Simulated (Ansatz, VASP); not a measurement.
# One calculation of BAs, two programs

The input INCAR:

```
SYSTEM = BAs
PREC     = Accurate       ! precision mode
ENCUT    = 500            ! plane-wave cutoff, eV
EDIFF    = 1E-6           ! SCF threshold, eV
ISMEAR   = 0              ! smearing method
SIGMA    = 0.02           ! smearing width, eV
LREAL    = .False.        ! projectors in reciprocal space
LASPH    = .True.         ! aspherical terms in the spheres
NELM     = 120            ! most SCF steps
ALGO     = Normal         ! electronic algorithm
ISIF     = 2              ! what is computed and relaxed
LWAVE    = .False.        ! write WAVECAR
LCHARG   = .True.         ! write CHGCAR
GGA      = PE             ! functional
LELF     = .True.         ! ELF
LVHAR    = .True.       
NBANDS   = 11             ! bands
GGA_COMPAT= .False.
```

KPOINTS

```
Automatic mesh
0
Gamma
  10 10 10
  0 0 0
```

POSCAR

```
BAs
1.0
    0.0000000000      2.1942845613      2.1942845613
    2.1942845613      0.0000000000      2.1942845613
    2.1942845613      2.1942845613      0.0000000000
B As
1 1
Direct
    0.0000000000      0.0000000000      0.0000000000
    0.7500000000      0.7500000000      0.7500000000
```

Input for Ansatz:

```yaml
crystal:
  lattice:
    - [0.0, 2.1942845613, 2.1942845613]
    - [2.1942845613, 0.0, 2.1942845613]
    - [2.1942845613, 2.1942845613, 0.0]
  atoms:
    - { symbol: B, position: [0.0, 0.0, 0.0] }
    - { symbol: As, position: [0.75, 0.75, 0.75] }
basis:
  ecutwfc: 420
kpoints:
  mp_grid: { grid: [10, 10, 10] }
hamiltonian:
  xc: pbe
scf:
  occupations: { method: gaussian, width: 0.02 }
output:
  forces: true
  stress: true
  eigenvalues: true
```

Alike in both runs: task single point; functional PBE; k mesh 10 × 10 × 10; occupations gaussian, width 0.02 eV; no spin polarisation.

|  | VASP | Ansatz |
| --- | --- | --- |
| version | VASP 6.6.1 | Ansatz 0.2.0 |
| potentials or method | VASP PAW PBE potentials, release 64 (B, As), cutoff 500 eV | scalar-relativistic, plane waves, PAW |
| valence electrons in the cell | 8 | 18 |

|  | VASP | Ansatz | Ansatz less VASP |
| --- | --- | --- | --- |
| gap on the k mesh at the Fermi level (eV) | 0.89 | 0.90 | +0.013 |
| least direct gap on the mesh (eV) | 3.67 | 3.67 | +0.001 |
| pressure (GPa) | 64.9 | 62.7 | -2.16 |

Both programs put the cell under a high pressure, so it lies far from rest at this level. VASP's potentials hold 8 valence electrons a cell and Ansatz's 18, so a difference there can come from the potentials and not from the codes.

Noted on VASP's run: the cell as given lies far from equilibrium.
